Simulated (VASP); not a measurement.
# AlN (e600) (F-43m) in VASP: single point with PBEsol

Aim: the single point of AlN (e600) with PBEsol.

Everything below comes from runs of VASP 6.6.1. Logs are shortened: lines on timing, memory, paths and dates and some standing lists are left out, and cuts for length are marked.

## 1. The cell of the first run

It takes space group F-43m (No. 216, cubic). The conventional cell has a = 4.377 Å, b = 4.377 Å, c = 4.377 Å, α = 90.00°, β = 90.00°, γ = 90.00°. Within 2.5 Å of Al (site symmetry -43m) lie 4 N at 1.90 Å. N (site symmetry -43m) has 4 Al at 1.90 Å within 2.5 Å.

## 2. Single point, PBEsol

INCAR

```
SYSTEM = AlN
PREC = Accurate ; ENCUT = 600
EDIFF = 1E-6 ; ISMEAR = 0
SIGMA = 0.02 ; LREAL = .False.
LASPH = .True. ; NELM = 120
ALGO = Normal ; ISIF = 2
LWAVE = .False. ; LCHARG = .False.
GGA = PS ; NBANDS = 11
GGA_COMPAT = .False.
```

KPOINTS

```
Automatic mesh
0
Gamma
  10 10 10
  0 0 0
```

POSCAR

```
AlN
1.0
    0.0000000000      2.1886938987      2.1886938987
    2.1886938987      0.0000000000      2.1886938987
    2.1886938987      2.1886938987      0.0000000000
Al N
1 1
Direct
    0.0000000000      0.0000000000      0.0000000000
    0.2500000000      0.2500000000      0.2500000000
```

Potentials or basis: VASP PAW PBE potentials, release 64 (Al, N).

Launch:

```bash
> cat potpaw_PBE.64/Al/POTCAR potpaw_PBE.64/N/POTCAR > POTCAR
> mpirun -np 1 vasp_std > vasp.out
```

OUTCAR:

```text
SYSTEM = AlN
   PREC = Accurate
   ENCUT = 600
   EDIFF = 1E-6
   ISMEAR = 0
   LREAL = .False.
   LASPH = .True.
   NELM = 120
   ISIF = 2
   GGA = PS

 ion  position               nearest neighbor table
   1  0.000  0.000  0.000-   2 1.90   2 1.90   2 1.90   2 1.90
   2  0.250  0.250  0.250-   1 1.90   1 1.90   1 1.90   1 1.90

  LATTYP: Found a face centered cubic cell.
 ALAT       =     4.3773877974

  Lattice vectors:

 A1 = (   0.0000000000,   2.1886938987,   2.1886938987)
 A2 = (   2.1886938987,   0.0000000000,   2.1886938987)
 A3 = (   2.1886938987,   2.1886938987,   0.0000000000)

Analysis of symmetry for initial positions (statically):
=====================================================================
 Subroutine PRICEL returns:
 Original cell was already a primitive cell.

 Routine SETGRP: Setting up the symmetry group for a
 face centered cubic supercell.

 Subroutine GETGRP returns: Found 24 space group operations
 (whereof 24 operations were pure point group operations)
 out of a pool of 48 trial point group operations.

The static configuration has the point symmetry T_d .

Analysis of symmetry for dynamics (positions and initial velocities):
=====================================================================
 Subroutine PRICEL returns:
 Original cell was already a primitive cell.

 Routine SETGRP: Setting up the symmetry group for a
 face centered cubic supercell.

 Subroutine GETGRP returns: Found 24 space group operations
 (whereof 24 operations were pure point group operations)
 out of a pool of 48 trial point group operations.

The dynamic configuration has the point symmetry T_d .

 Subroutine INISYM returns: Found 24 space group operations
 (whereof 24 operations are pure point group operations),
 and found     1 'primitive' translations

----------------------------------------------------------------------------------------

                                     Primitive cell

  volume of cell :      20.9694

  direct lattice vectors                    reciprocal lattice vectors
     0.000000000  2.188693899  2.188693899    -0.228446746  0.228446746  0.228446746
     2.188693899  0.000000000  2.188693899     0.228446746 -0.228446746  0.228446746
     2.188693899  2.188693899  0.000000000     0.228446746  0.228446746 -0.228446746

  length of vectors
     3.095280595  3.095280595  3.095280595     0.395681372  0.395681372  0.395681372

  position of ions in fractional coordinates (direct lattice)
     0.000000000  0.000000000  0.000000000
     0.250000000  0.250000000  0.250000000

  ion indices of the primitive-cell ions
   primitive index   ion index
                 1           1
[... 79 lines left out ...]
   ISIF   =      2    stress and relaxation
   ISYM   =      2    0-nonsym 1-usesym 2-fastsym
   POTIM  = 0.5000    time-step for ionic-motion
   TEBEG  =    0.0;   TEEND  =   0.0 temperature during run
   PSTRESS=    0.0 pullay stress
   NELECT =       8.0000    total number of electrons
   NUPDOWN=      -1.0000    fix difference up-down
   EMIN   =  10.00;   EMAX   =-10.00  energy-range for DOS
   EFERMI =   0.00;   METHOD = LEGACY
   ISMEAR =     0;   SIGMA  =   0.02  broadening in eV -4-tet -1-fermi 0-gaus
   EFERMI_NEDOS =   21; number of points for ismear=-14 and -15
   IALGO  =     38    algorithm
   IMIX   =      4    mixing-type and parameters
     AMIX     =   0.40;   BMIX     =  1.00
     AMIX_MAG =   1.60;   BMIX_MAG =  1.00
  volume/ion in A,a.u.               =      10.48        70.75
  Fermi-wavevector in a.u.,A,eV,Ry     =   1.187344  2.243754 19.181292  1.409785
  Thomas-Fermi vector in A             =   2.323497
   LORBIT       =      0    0 simple, 1 ext, 2 COOP (PROOUT), +10 PAW based schemes
   GGA     = PS    functional components
   LHFCALC =     F    Hartree Fock is set to
   AEXX    =    0.0000 exact exchange contribution
   IVDW    =     0    specifies the selected vdW correction
   LEPSILON=     F    determine dielectric tensor
   LRPA    =     F    only Hartree local field effects (RPA)
 non-spin polarized calculation
 Gauss-broadening in eV      SIGMA  =   0.02
  energy-cutoff  :      600.00
  volume of cell :       20.97
 maximum number of plane-waves:       725
 NGX is ok and might be reduce to    28
   NGX = 13   NGY = 13   NGZ = 13

 number of electron       7.9999999 magnetization

 Free energy of the ion-electron system (eV)
  ---------------------------------------------------
  ext. energy  EPLUGINS =         0.00000000
  ---------------------------------------------------
  free energy    TOTEN  =       -15.61303207 eV

  energy without entropy =      -15.61303207  energy(sigma->0) =      -15.61303207

 E-fermi :   5.9314     XC(G=0): -11.1011

 val. band max:        5.8171948141   @ k =   0.0000   0.0000   0.0000
 cond. band min:       9.0013565050   @ k =   0.5000   0.5000   0.0000
 fundamental gap:      3.1841616909
 Fermi energy:         5.9313730249

 k-point     1 :       0.0000    0.0000    0.0000
  band No.  band energies     occupation
      1      -9.1041      2.00000
      2       5.8172      2.00000
      3       5.8172      2.00000
      4       5.8172      2.00000
      5       9.8936      0.00000
      6      18.2231      0.00000
      7      18.2231      0.00000
      8      18.2231      0.00000
      9      23.3533      0.00000
     10      23.3533      0.00000
     11      24.6930      0.00000
[... 309 lines left out ...]
 k-point    24 :       0.4000    0.3000    0.0000
  band No.  band energies     occupation
      1      -7.0840      2.00000
      2       1.6492      2.00000
      3       4.1042      2.00000
      4       4.4070      2.00000
      5      10.6027      0.00000
      6      15.1828      0.00000
      7      17.9141      0.00000
      8      20.2344      0.00000
      9      20.7373      0.00000
     10      26.9411      0.00000
     11      29.1687      0.00000

 [... further k-points ...]
[... 5 lines left out ...]
  --------------------------------------------------------------------------------------
  -------------------------------------------------------------------------------------
  Total       -0.0161672     -0.0161672     -0.0161672      0.0000000      0.0000000      0.0000000
  in kB       -1.2352664     -1.2352664     -1.2352664      0.0000000      0.0000000      0.0000000
  external PRESSURE =      -1.2352664 kB  Pullay stress =       0.0000000 kB

 VOLUME and BASIS-vectors are now :
 -----------------------------------------------------------------------------
  energy-cutoff  :      600.00
  volume of cell :       20.97
      direct lattice vectors                 reciprocal lattice vectors
     0.000000000  2.188693899  2.188693899    -0.228446746  0.228446746  0.228446746
     2.188693899  0.000000000  2.188693899     0.228446746 -0.228446746  0.228446746
     2.188693899  2.188693899  0.000000000     0.228446746  0.228446746 -0.228446746

 POSITION                                       TOTAL-FORCE (eV/Angst)
 -----------------------------------------------------------------------------------
      0.00000      0.00000      0.00000        -0.000000      0.000000     -0.000000
      1.09435      1.09435      1.09435         0.000000     -0.000000      0.000000
 -----------------------------------------------------------------------------------
    total drift:                                0.000000      0.000000      0.000000

  FREE ENERGIE OF THE ION-ELECTRON SYSTEM (eV)
  ---------------------------------------------------
  free  energy   TOTEN  =       -15.6130320670 eV

  energy  without entropy=      -15.6130320670  energy(sigma->0) =      -15.61303207
```

OSZICAR:

```text
N       E                     dE             d eps       ncg     rms          rms(c)
DAV:   1     0.129767642792E+02    0.12977E+02   -0.43481E+03  1050   0.694E+02
DAV:   2    -0.167604322660E+02   -0.29737E+02   -0.28062E+02  1241   0.149E+02
DAV:   3    -0.178274110430E+02   -0.10670E+01   -0.10656E+01  1293   0.276E+01
DAV:   4    -0.178331062214E+02   -0.56952E-02   -0.56948E-02  1181   0.213E+00
DAV:   5    -0.178331754437E+02   -0.69222E-04   -0.69222E-04  1250   0.231E-01    0.825E+00
DAV:   6    -0.156536626241E+02    0.21795E+01   -0.10836E+01  1271   0.170E+01    0.281E+00
DAV:   7    -0.156313861083E+02    0.22277E-01   -0.15000E-01  1187   0.300E+00    0.199E+00
DAV:   8    -0.156143029753E+02    0.17083E-01   -0.28008E-02  1157   0.167E+00    0.558E-01
DAV:   9    -0.156130248346E+02    0.12781E-02   -0.35050E-03  1261   0.388E-01    0.228E-01
DAV:  10    -0.156130309571E+02   -0.61225E-05   -0.30506E-04  1154   0.118E-01    0.164E-02
DAV:  11    -0.156130321841E+02   -0.12270E-05   -0.24898E-06  1256   0.140E-02    0.147E-02
DAV:  12    -0.156130320670E+02    0.11712E-06   -0.40741E-07   670   0.543E-03
   1 F= -.15613032E+02 E0= -.15613032E+02  d E =-.237221E-18
```

Wall time 21 s (1 thread of Intel Xeon Platinum 8375C at 2.90GHz (Ice Lake), shared host); peak memory 0.15 GiB.

Results:

| Property | Result |
| --- | --- |
| Free energy | -15.6130 eV |
| Pressure | -0.1 GPa |
| Band gap on the k mesh | 3.18 eV, indirect (least direct gap 4.08 eV) |

Levels at points of the mesh, in eV from the valence-band top:
```
           k point  band 2  band 3  band 4  band 5  band 6  band 7
(0.00, 0.00, 0.00)    0.00    0.00    0.00    4.08   12.41   12.41
(0.50, 0.00, 0.00)   -5.89   -0.48   -0.48    7.23    9.72   11.00
(0.50, 0.50, 0.00)   -4.93   -1.78   -1.78    3.18    8.44   13.79
```

Caveat: the PAW data sets were made with another functional, which shifts forces and pressure a little. A hybrid or GW would open this gap; PBEsol tends to underestimate it.
